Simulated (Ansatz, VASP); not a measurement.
**Two plane-wave programs on HfN**

INCAR

```
SYSTEM = HfN
PREC = Accurate
ENCUT = 520
EDIFF = 1E-7
ISMEAR = 0
SIGMA = 0.15
LREAL = .False.
LASPH = .True.
NELM = 100
ALGO = Normal
ISIF = 2
LWAVE = .False.
LCHARG = .True.
GGA = PS
LELF = .True.
LVHAR = .True.
NBANDS = 14
```

The input KPOINTS:

```
Automatic mesh
0
Gamma
  16 16 16
  0 0 0
```

Contents of POSCAR:

```
HfN
1.0
    0.0000000000      2.4548220000      2.4548220000
    2.4548220000      0.0000000000      2.4548220000
    2.4548220000      2.4548220000      0.0000000000
Hf N
1 1
Direct
    0.0000000000      0.0000000000      0.0000000000
    0.7764589063      0.7411803646      0.7411803646
```

Input for Ansatz:

```yaml
crystal:
  lattice:
    - [0.0, 2.454822, 2.454822]
    - [2.454822, 0.0, 2.454822]
    - [2.454822, 2.454822, 0.0]
  atoms:
    - { symbol: Hf, position: [0.0, 0.0, 0.0] }
    - { symbol: "N", position: [0.7764589063, 0.7411803646, 0.7411803646] }
basis:
  ecutwfc: 420
kpoints:
  mp_grid: { grid: [16, 16, 16] }
hamiltonian:
  xc: pbesol
scf:
  occupations: { method: gaussian, width: 0.15 }
output:
  forces: true
  stress: true
  eigenvalues: true
```

Change from the starting cell: all N atoms moved -0.075 Å, as atom 2 towards its neighbour atom 1 (Hf) at 2.126 Å.

Alike in both runs: task single point; functional PBEsol; k mesh 16 × 16 × 16; occupations gaussian, width 0.15 eV; no spin polarisation.

```csv
,VASP,Ansatz
version,VASP 6.6.1,Ansatz 0.2.0
potentials or method,"VASP PAW PBE potentials, release 64 (Hf_pv, N), cutoff 520 eV","scalar-relativistic, plane waves, PAW"
valence electrons in the cell,15,31
```

```csv
,VASP,Ansatz,Ansatz less VASP
gap on the k mesh at the Fermi level (eV),none,none,-
pressure (GPa),-5.4,-4.5,+0.88
"traceless stress, the component that is largest in VASP (GPa)",1.99,2.00,+0.012
rms of the force components (eV/Å),0.443,0.442,-0.0006
```

VASP's potentials were made for PBE, not for PBEsol. Atom by atom the forces differ by 0.001 eV/Å (rms over components). A gap of «none» marks a metal or a gap that the smearing closes. VASP's potentials hold 15 valence electrons a cell and Ansatz's 31, so a difference there can come from the potentials and not from the codes.

Spin-orbit coupling is off throughout.
